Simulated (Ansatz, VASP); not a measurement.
**Two plane-wave programs on Ba2Cu**

```xyz
3
Lattice="5.1157 0.0000 0.0000 -2.5579 4.4303 0.0000 0.0000 0.0000 3.5982" Properties=species:S:1:pos:R:3 pbc="T T T"
Ba    0.0000    2.9536    1.7991
Ba    2.5579    1.4768    1.7991
Cu    0.0000    0.0000    0.0000
```

Alike in both runs: task single point; functional PBE; k mesh 6 × 6 × 6; occupations gaussian, width 0.1 eV; no spin polarisation.

|  | VASP | Ansatz |
| --- | --- | --- |
| version | VASP 6.6.1 | Ansatz 0.2.0 |
| potentials or method | VASP PAW PBE potentials, release 64 (Ba_sv, Cu), cutoff 520 eV | scalar-relativistic, plane waves, PAW |
| valence electrons in the cell | 31 | 39 |

Ansatz gave:

```
gap on the k mesh at the Fermi level (eV)                     : none
pressure (GPa)                                                : 9.2
traceless stress, the component that is largest in VASP (GPa) : -7.70
```

Question: What did VASP give for the same quantities?

Answer: gap on the k mesh at the Fermi level (eV): none; pressure (GPa): 11.7; traceless stress, the component that is largest in VASP (GPa): -8.91.

A gap of «none» marks a metal or a gap that the smearing closes. VASP's potentials hold 31 valence electrons a cell and Ansatz's 39, so a difference there can come from the potentials and not from the codes.

Spin-orbit coupling is off throughout.
